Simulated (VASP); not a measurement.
# Li2ICl (P4/mmm) in VASP: further runs

The runs below take Li2ICl through single point, relaxation of cell and atoms, with PBE.

Program: VASP 6.6.1. These are calculated values, not measurements. Logs are shortened: lines on timing, memory, paths and dates and some standing lists are left out, and cuts for length are marked.

### Step 1. The cell of the first run

It takes space group P4/mmm (No. 123, tetragonal). The conventional cell has a = 4.033 Å, b = 4.033 Å, c = 5.593 Å, α = 90.00°, β = 90.00°, γ = 90.00°. Within 3.7 Å of Li (site symmetry 4/mmm) lie 2 Cl at 2.80 Å and 4 I at 2.85 Å. Within 3.7 Å of Li (site symmetry 4/mmm) lie 2 I at 2.80 Å and 4 Cl at 2.85 Å. Within 3.7 Å of I (site symmetry 4/mmm) lie 6 Li at 2.80 to 2.85 Å. Cl (site symmetry 4/mmm) has 6 Li at 2.80 to 2.85 Å within 3.7 Å.

### Step 2. Single point, PBE

The input, INCAR:

```
SYSTEM = Li2ICl
  ALGO = Normal
  EDIFF = 1E-6
  ENCUT = 520
  GGA = PE
  ISIF = 2
  ISMEAR = 0
  LASPH = .TRUE.
  LCHARG = .FALSE.
  LREAL = .FALSE.
  LWAVE = .FALSE.
  NBANDS = 18
  NELM = 100
  PREC = Accurate
  SIGMA = 0.02
```

The input, KPOINTS:

```
k-points
0
G
  6 6 4
  0 0 0
```

The input, POSCAR:

```
Li2ICl
1.0
    4.0326862299      0.0000000000      0.0000000000
    0.0000000000      4.0326862299      0.0000000000
    0.0000000000      0.0000000000      5.5933598486
Li I Cl
2 1 1
Direct
    0.0000000000      0.0000000000      0.0000000000
    0.5000000000      0.5000000000      0.5000000000
    0.5000000000      0.5000000000      0.0000000000
    0.0000000000      0.0000000000      0.5000000000
```

Potentials or basis: VASP PAW PBE potentials, release 64 (Li_sv, I, Cl).

Run with:

```
cat potpaw_PBE.64/Li_sv/POTCAR potpaw_PBE.64/I/POTCAR potpaw_PBE.64/Cl/POTCAR > POTCAR
mpirun -np 1 vasp_std > vasp.out
```

OUTCAR:

```text
SYSTEM = Li2ICl
   EDIFF = 1E-6
   ENCUT = 520
   GGA = PE
   ISIF = 2
   ISMEAR = 0
   LASPH = .TRUE.
   LREAL = .FALSE.
   NELM = 100
   PREC = Accurate

 ion  position               nearest neighbor table
   1  0.000  0.000  0.000-   3 2.85   3 2.85   3 2.85   3 2.85
   2  0.500  0.500  0.500-   3 2.80   3 2.80
   3  0.500  0.500  0.000-   2 2.80   2 2.80   1 2.85   1 2.85   1 2.85   1 2.85
   4  0.000  0.000  0.500-

  LATTYP: Found a simple tetragonal cell.
 ALAT       =     4.0326862299
 C/A-ratio  =     1.3870059632

  Lattice vectors:

 A1 = (   4.0326862299,   0.0000000000,   0.0000000000)
 A2 = (   0.0000000000,   4.0326862299,   0.0000000000)
 A3 = (   0.0000000000,   0.0000000000,   5.5933598486)

Analysis of symmetry for initial positions (statically):
=====================================================================
 Subroutine PRICEL returns:
 Original cell was already a primitive cell.

 Routine SETGRP: Setting up the symmetry group for a
 simple tetragonal supercell.

 Subroutine GETGRP returns: Found 16 space group operations
 (whereof 16 operations were pure point group operations)
 out of a pool of 16 trial point group operations.

The static configuration has the point symmetry D_4h.

Analysis of symmetry for dynamics (positions and initial velocities):
=====================================================================
 Subroutine PRICEL returns:
 Original cell was already a primitive cell.

 Routine SETGRP: Setting up the symmetry group for a
 simple tetragonal supercell.

 Subroutine GETGRP returns: Found 16 space group operations
 (whereof 16 operations were pure point group operations)
 out of a pool of 16 trial point group operations.

The dynamic configuration has the point symmetry D_4h.

 Subroutine INISYM returns: Found 16 space group operations
 (whereof 16 operations are pure point group operations),
 and found     1 'primitive' translations

----------------------------------------------------------------------------------------

                                     Primitive cell

  volume of cell :      90.9623

  direct lattice vectors                    reciprocal lattice vectors
     4.032686230  0.000000000  0.000000000     0.247973669  0.000000000  0.000000000
     0.000000000  4.032686230  0.000000000     0.000000000  0.247973669  0.000000000
     0.000000000  0.000000000  5.593359849     0.000000000  0.000000000  0.178783419

  length of vectors
     4.032686230  4.032686230  5.593359849     0.247973669  0.247973669  0.178783419

  position of ions in fractional coordinates (direct lattice)
     0.000000000  0.000000000  0.000000000
     0.500000000  0.500000000  0.500000000
     0.500000000  0.500000000  0.000000000
     0.000000000  0.000000000  0.500000000

  ion indices of the primitive-cell ions
   primitive index   ion index
                 1           1
                 2           2
                 3           3
                 4           4

----------------------------------------------------------------------------------------

 KPOINTS: k-points

Automatic generation of k-mesh.
 Grid dimensions read from file:
 generate k-points for:    6    6    4

 Generating k-lattice:

  Cartesian coordinates                     Fractional coordinates (reciprocal lattice)
     0.041328945  0.000000000  0.000000000     0.166666667  0.000000000  0.000000000
     0.000000000  0.041328945  0.000000000     0.000000000  0.166666667  0.000000000
     0.000000000  0.000000000  0.044695855     0.000000000  0.000000000  0.250000000

  Length of vectors
     0.041328945  0.041328945  0.044695855

  Shift w.r.t. Gamma in fractional coordinates (k-lattice)
     0.000000000  0.000000000  0.000000000

 Subroutine IBZKPT returns following result:
 ===========================================

 Found     30 irreducible k-points:

 Following reciprocal coordinates:
            Coordinates               Weight
  0.000000  0.000000  0.000000      1.000000
  0.166667  0.000000  0.000000      4.000000
  0.333333  0.000000  0.000000      4.000000
  0.500000  0.000000  0.000000      2.000000
  0.166667  0.166667  0.000000      4.000000
  0.333333  0.166667  0.000000      8.000000
[... 16 lines left out ...]
  0.333333  0.000000  0.500000      4.000000
  0.500000  0.000000  0.500000      2.000000
 [... further k-points ...]
   k-points           NKPTS =     30   k-points in BZ     NKDIM =     30   number of bands    NBANDS=     18
   number of dos      NEDOS =    301   number of ions     NIONS =      4
   total plane-waves  NPLWV =  37800
   dimension x,y,z NGX =    30 NGY =   30 NGZ =   42
   dimension x,y,z NGXF=    60 NGYF=   60 NGZF=   84
   ions per type =               2   1   1
   NGX,Y,Z   is equivalent  to a cutoff of  12.37, 12.37, 12.48 a.u.
   NGXF,Y,Z  is equivalent  to a cutoff of  24.73, 24.73, 24.97 a.u.
 SYSTEM =  Li2ICl
   PREC   = accura    normal or accurate (medium, high low for compatibility)
   ISTART =      0    job   : 0-new  1-cont  2-samecut
   ICHARG =      2    charge: 1-file 2-atom 10-const
   ISPIN  =      1    spin polarized calculation?
   LNONCOLLINEAR =      F non collinear calculations
   LSORBIT =      F    spin-orbit coupling
   LASPH  =      T    aspherical Exc in radial PAW
   ENCUT  =  520.0 eV  38.22 Ry    6.18 a.u.   7.50  7.50 10.40*2*pi/ulx,y,z
   NELM   =    100;   NELMIN=  2; NELMDL= -5     # of ELM steps
   EDIFF  = 0.1E-05   stopping-criterion for ELM
   LREAL  =      F    real-space projection
   EDIFFG = 0.1E-04   stopping-criterion for IOM
   NSW    =      0    number of steps for IOM
   IBRION =     -1    ionic relax: 0-MD 1-quasi-New 2-CG
   NFREE  =      0    steps in history (QN), initial steepest desc. (CG)
   ISIF   =      2    stress and relaxation
   ISYM   =      2    0-nonsym 1-usesym 2-fastsym
   POTIM  = 0.5000    time-step for ionic-motion
   TEBEG  =    0.0;   TEEND  =   0.0 temperature during run
   PSTRESS=    0.0 pullay stress
   NELECT =      20.0000    total number of electrons
   NUPDOWN=      -1.0000    fix difference up-down
   EMIN   =  10.00;   EMAX   =-10.00  energy-range for DOS
   EFERMI =   0.00;   METHOD = LEGACY
   ISMEAR =     0;   SIGMA  =   0.02  broadening in eV -4-tet -1-fermi 0-gaus
   EFERMI_NEDOS =   21; number of points for ismear=-14 and -15
   IALGO  =     38    algorithm
   IMIX   =      4    mixing-type and parameters
     AMIX     =   0.40;   BMIX     =  1.00
     AMIX_MAG =   1.60;   BMIX_MAG =  1.00
  volume/ion in A,a.u.               =      22.74       153.46
  Fermi-wavevector in a.u.,A,eV,Ry     =   0.988093  1.867224 13.283734  0.976327
  Thomas-Fermi vector in A             =   2.119594
   LORBIT       =      0    0 simple, 1 ext, 2 COOP (PROOUT), +10 PAW based schemes
   GGA     = PE    functional components
   LHFCALC =     F    Hartree Fock is set to
   AEXX    =    0.0000 exact exchange contribution
   IVDW    =     0    specifies the selected vdW correction
   LEPSILON=     F    determine dielectric tensor
   LRPA    =     F    only Hartree local field effects (RPA)
 non-spin polarized calculation
 Gauss-broadening in eV      SIGMA  =   0.02
  energy-cutoff  :      520.00
  volume of cell :       90.96
 maximum number of plane-waves:      2473
 NGX is ok and might be reduce to    30
   NGX = 15   NGY = 15   NGZ = 21

 number of electron      19.9999983 magnetization

 Free energy of the ion-electron system (eV)
  ---------------------------------------------------
  ext. energy  EPLUGINS =         0.00000000
  ---------------------------------------------------
  free energy    TOTEN  =       -12.91610106 eV

  energy without entropy =      -12.91610106  energy(sigma->0) =      -12.91610106

 E-fermi :   1.6201     XC(G=0):  -8.2353

 val. band max:        1.5214170672   @ k =   0.5000   0.0000   0.5000
 cond. band min:       6.1547507867   @ k =   0.0000   0.0000   0.0000
 fundamental gap:      4.6333337195
 Fermi energy:         1.6200659649

 k-point     1 :       0.0000    0.0000    0.0000
  band No.  band energies     occupation
      1     -43.4992      2.00000
      2     -43.4183      2.00000
      3     -11.8045      2.00000
      4      -9.8717      2.00000
      5      -1.4799      2.00000
      6       0.0198      2.00000
[... 10 lines left out ...]
     17      11.7844      0.00000
     18      12.3734      0.00000

 k-point     2 :       0.1667    0.0000    0.0000
  band No.  band energies     occupation
      1     -43.4992      2.00000
      2     -43.4183      2.00000
      3     -11.7727      2.00000
      4      -9.8289      2.00000
      5      -1.3176      2.00000
      6      -0.2770      2.00000
[... 10 lines left out ...]
     17      11.2735      0.00000
     18      11.8066      0.00000

 k-point     3 :       0.3333    0.0000    0.0000
  band No.  band energies     occupation
      1     -43.4991      2.00000
      2     -43.4181      2.00000
      3     -11.7075      2.00000
      4      -9.7395      2.00000
      5      -0.8636      2.00000
      6      -0.7922      2.00000
[... 10 lines left out ...]
     17      10.6784      0.00000
     18      11.5610      0.00000

 k-point     4 :       0.5000    0.0000    0.0000
  band No.  band energies     occupation
      1     -43.4990      2.00000
      2     -43.4181      2.00000
      3     -11.6742      2.00000
      4      -9.6927      2.00000
      5      -1.0224      2.00000
      6      -0.6581      2.00000
[... 375 lines left out ...]
      4      -9.9032      2.00000
      5      -0.6909      2.00000
      6      -0.5662      2.00000
[... 10 lines left out ...]
     17      10.3664      0.00000
     18      10.4780      0.00000

 k-point    23 :       0.3333    0.0000    0.5000
  band No.  band energies     occupation
      1     -43.4991      2.00000
      2     -43.4181      2.00000
      3     -11.6972      2.00000
      4      -9.7664      2.00000
      5      -1.2826      2.00000
      6      -1.1843      2.00000
[... 10 lines left out ...]
     17      11.1664      0.00000
     18      11.8676      0.00000

 k-point    24 :       0.5000    0.0000    0.5000
  band No.  band energies     occupation
      1     -43.4990      2.00000
      2     -43.4181      2.00000
      3     -11.6739      2.00000
      4      -9.6935      2.00000
      5      -1.6347      2.00000
      6      -1.3920      2.00000
[... 10 lines left out ...]
     17      11.8065      0.00000
     18      12.5185      0.00000

 [... further k-points ...]
[... 5 lines left out ...]
  --------------------------------------------------------------------------------------
  -------------------------------------------------------------------------------------
  Total       -0.0209215     -0.0209215     -0.0235896      0.0000000      0.0000000      0.0000000
  in kB       -0.3685028     -0.3685028     -0.4154986      0.0000000      0.0000000      0.0000000
  external PRESSURE =      -0.3841681 kB  Pullay stress =       0.0000000 kB

 VOLUME and BASIS-vectors are now :
 -----------------------------------------------------------------------------
  energy-cutoff  :      520.00
  volume of cell :       90.96
      direct lattice vectors                 reciprocal lattice vectors
     4.032686230  0.000000000  0.000000000     0.247973669  0.000000000  0.000000000
     0.000000000  4.032686230  0.000000000     0.000000000  0.247973669  0.000000000
     0.000000000  0.000000000  5.593359849     0.000000000  0.000000000  0.178783419

 POSITION                                       TOTAL-FORCE (eV/Angst)
 -----------------------------------------------------------------------------------
      0.00000      0.00000      0.00000         0.000000      0.000000      0.000000
      2.01634      2.01634      2.79668         0.000000      0.000000      0.000000
      2.01634      2.01634      0.00000         0.000000      0.000000      0.000000
      0.00000      0.00000      2.79668         0.000000      0.000000      0.000000
 -----------------------------------------------------------------------------------
    total drift:                                0.000000      0.000000      0.000000

  FREE ENERGIE OF THE ION-ELECTRON SYSTEM (eV)
  ---------------------------------------------------
  free  energy   TOTEN  =       -12.9161010563 eV

  energy  without entropy=      -12.9161010563  energy(sigma->0) =      -12.91610106
```

Run time: 27 s. Hardware: 1 thread of Intel Xeon Platinum 8375C at 2.90GHz (Ice Lake), shared host; peak memory 0.21 GiB.

Results:

```yaml
Free_energy: -12.9161 eV
Band_gap_on_the_k_mesh: 4.63 eV, indirect (the least direct gap lies 3.3 meV higher)
```

Levels at points of the mesh, in eV from the valence-band top:
```
           k point  band 6  band 7  band 8  band 9  band 10  band 11  band 12  band 13  band 14  band 15
(0.00, 0.00, 0.00)   -1.50   -1.50   -0.42   -0.17    -0.17     4.63     5.48     6.16     9.52     9.52
(0.50, 0.00, 0.00)   -2.18   -1.85   -1.59   -1.07    -0.04     6.05     6.58     7.24     7.34     7.59
(0.50, 0.50, 0.00)   -3.03   -1.63   -1.35   -1.35    -1.20     4.96     6.01     6.43     6.43     9.74
(0.00, 0.00, 0.50)   -1.79   -1.25   -1.25   -0.51    -0.51     6.19     6.67     6.99     7.48     8.00
(0.50, 0.00, 0.50)   -2.91   -1.05   -0.78   -0.41     0.00     4.64     5.62     6.81     6.92     7.65
(0.50, 0.50, 0.50)   -2.42   -2.20   -2.20   -1.65    -1.20     6.15     7.41     7.41     7.75     7.88
```

Caveat: the cutoff is under 1.25 times the usual one of these potentials, so pressure, stress and relaxed cells hold a basis-set (Pulay) error; spin-orbit coupling is left out, which moves the levels of the heavy elements.

### Step 3. Relaxation of cell and atoms, PBE

The input, INCAR:

```
PREC = Accurate ; ENCUT = 600
EDIFF = 1E-7 ; ISMEAR = 0
SIGMA = 0.02 ; LREAL = F
LASPH = T ; NELM = 100
ALGO = Normal ; ISIF = 3
LWAVE = F ; LCHARG = F
GGA = PE ; IBRION = 2
NSW = 100 ; EDIFFG = -0.005
```

The input, KPOINTS:

```
Automatic mesh
0
Gamma
  6 6 4
```

POSCAR is that of step 2.

Potentials or basis: VASP PAW PBE potentials, release 64 (Li_sv, I, Cl).

Run with:

```
cat potpaw_PBE.64/Li_sv/POTCAR potpaw_PBE.64/I/POTCAR potpaw_PBE.64/Cl/POTCAR > POTCAR
mpirun -np 1 vasp_std > vasp.out
```

Wall time 39 s (1 thread of Intel Xeon Platinum 8375C at 2.90GHz (Ice Lake), shared host); peak memory 0.24 GiB.

The run converged. Its results:

```
Free energy                            : -12.9154 eV
Relaxed volume                         : 22.72 Å³/atom
Relaxed cell                           : a = 4.031 Å, b = 4.031 Å, c = 5.591 Å, α = 90.00°, β = 90.00°, γ = 90.00°
Space group after relaxing (to 0.05 Å) : P4/mmm (No. 123)
Energy gained by relaxing              : 0.0 meV/atom
Ionic steps                            : 2
Pressure after relaxing                : 0.0 GPa
Band gap on the k mesh                 : 4.64 eV, direct
```

Final structure:
```
Li I Cl
1.0
     4.03131    0.00000    0.00000
     0.00000    4.03131    0.00000
     0.00000    0.00000    5.59127
Li I Cl
2 1 1
Cartesian
  0.0000 0.0000 0.0000
  2.0157 2.0157 2.7956
  2.0157 2.0157 0.0000
  0.0000 0.0000 2.7956
```

Levels at points of the mesh, in eV from the valence-band top:
```tsv
k point	band 8	band 9	band 10	band 11	band 12	band 13
(0.00, 0.00, 0.00)	-0.42	-0.17	-0.17	4.64	5.48	6.16
(0.50, 0.00, 0.00)	-1.60	-1.08	-0.04	6.05	6.58	7.24
(0.50, 0.50, 0.00)	-1.36	-1.36	-1.20	4.96	6.01	6.42
(0.00, 0.00, 0.50)	-1.26	-0.51	-0.51	6.19	6.67	6.99
(0.50, 0.00, 0.50)	-0.78	-0.41	0.00	4.64	5.62	6.81
(0.50, 0.50, 0.50)	-2.21	-1.66	-1.20	6.15	7.41	7.41
```

Caveat: the cutoff is under 1.25 times the usual one of these potentials, so pressure, stress and relaxed cells hold a basis-set (Pulay) error; spin-orbit coupling is left out, which moves the levels of the heavy elements.
